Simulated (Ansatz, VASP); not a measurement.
**F in VASP and in Ansatz**

Contents of INCAR:

```
SYSTEM = F
ALGO     = Normal         ! electronic algorithm
EDIFF    = 1E-6           ! SCF threshold, eV
ENCUT    = 520            ! plane-wave cutoff, eV
GGA      = PS             ! functional
ISIF     = 2              ! what is computed and relaxed
ISMEAR   = 0              ! smearing method
LASPH    = .True.         ! aspherical terms in the spheres
LCHARG   = .False.        ! write CHGCAR
LREAL    = .False.        ! projectors in reciprocal space
LWAVE    = .False.        ! write WAVECAR
NBANDS   = 22             ! bands
NELM     = 100            ! most SCF steps
PREC     = Accurate       ! precision mode
SIGMA    = 0.05           ! smearing width, eV
```

Contents of KPOINTS:

```
k-points
0
Gamma
  4 4 2
  0 0 0
```

The input POSCAR:

```
F
1.0
    3.2868039569     -1.7717490918     -0.2535066759
    3.2868039569      1.7717490918     -0.2535066759
   -2.5065321604      0.0000000000      7.1099129181
F
4
Direct
    0.0848459664      0.0848459664      0.0940038325
    0.9151540336      0.9151540336      0.9059961675
    0.5015719855      0.5015719855      0.5937195244
    0.4984280145      0.4984280145      0.4062804756
```

Input for Ansatz:

```yaml
crystal:
  lattice:
    - [3.2868039569, -1.7717490918, -0.2535066759]
    - [3.2868039569, 1.7717490918, -0.2535066759]
    - [-2.5065321604, 0.0, 7.1099129181]
  atoms:
    - { symbol: F, position: [0.0848459664, 0.0848459664, 0.0940038325] }
    - { symbol: F, position: [0.9151540336, 0.9151540336, 0.9059961675] }
    - { symbol: F, position: [0.5015719855, 0.5015719855, 0.5937195244] }
    - { symbol: F, position: [0.4984280145, 0.4984280145, 0.4062804756] }
basis:
  ecutwfc: 520.0
kpoints:
  mp_grid: { grid: [4, 4, 2] }
hamiltonian:
  xc: pbesol
scf:
  occupations: { method: gaussian, width: 0.05 }
output:
  forces: true
  stress: true
  eigenvalues: true
```

Change from the starting cell: volume 20.139 Å^3 an atom, stretch along a over the lengths across it, relative to the relaxed cell 1.0662.

Alike in both runs: task single point; functional PBEsol; k mesh 4 × 4 × 2; occupations gaussian, width 0.05 eV; no spin polarisation.

|  | VASP | Ansatz |
| --- | --- | --- |
| version | VASP 6.6.1 | Ansatz 0.2.0 |
| potentials or method | VASP PAW PBE potentials, release 64 (F), cutoff 520 eV | scalar-relativistic, plane waves, PAW |
| valence electrons in the cell | 28 | 28 |

|  | VASP | Ansatz | Ansatz less VASP |
| --- | --- | --- | --- |
| gap on the k mesh at the Fermi level (eV) | 3.01 | 3.09 | +0.078 |
| least direct gap on the mesh (eV) | 3.09 | 3.17 | +0.078 |
| pressure (GPa) | -0.1 | -0.4 | -0.33 |
| traceless stress, the component that is largest in VASP (GPa) | 0.70 | -0.54 | -1.244 |
| rms of the force components (eV/Å) | 0.136 | 0.108 | -0.0281 |

VASP's potentials were made for PBE, not for PBEsol. Atom by atom the forces differ by 0.243 eV/Å (rms over components). One of these differences is far larger than is usual between the two programs; its cause wasn't traced.

The k mesh is coarse, so the values compare programs but aren't converged.
